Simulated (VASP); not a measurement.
A run of VASP 6.6.1 is set up as follows.

INCAR

```
PREC = Accurate ; ENCUT = 520
EDIFF = 1E-7 ; ISMEAR = 0
SIGMA = 0.1 ; LREAL = False
LASPH = True ; NELM = 60
ALGO = Fast ; ISIF = 2
LWAVE = False ; LCHARG = False
GGA = PE ; NBANDS = 28
```

File KPOINTS:

```
Automatic mesh
0
Gamma
  18 18 6
```

The input POSCAR:

```
Ti3Al
1.0
    2.9297602852      0.0000000000      0.0000000000
   -1.4648801426      2.5372468340      0.0000000000
    0.0000000000      0.0000000000      9.2316140869
Ti Al
3 1
Direct
    0.6666666667      0.3333333333      0.0000000000
    0.3333333333      0.6666666667      0.7504593716
    0.3333333333      0.6666666667      0.2495406284
    0.6666666667      0.3333333333      0.5000000000
```

Potentials or basis: VASP PAW PBE potentials, release 64 (Ti_sv, Al).

Launch:

```sh
$ cat potpaw_PBE.64/Ti_sv/POTCAR potpaw_PBE.64/Al/POTCAR > POTCAR
$ mpirun -np 1 vasp_std > vasp.out
```

Problem. Predict the largest force.

Solution. 0.007 eV/Å.

Problem. Predict the pressure.

Solution. -0.2 GPa.

Problem. Estimate the band gap on the k mesh.

Solution. Zero (an odd number of electrons rules out a gap without spin polarisation).

Forces in eV/Å, atoms in the order of the input:
```
Ti   0.000  0.000  0.000
Ti   0.000  0.000  0.007
Ti   0.000  0.000 -0.007
Al   0.000  0.000  0.000
```
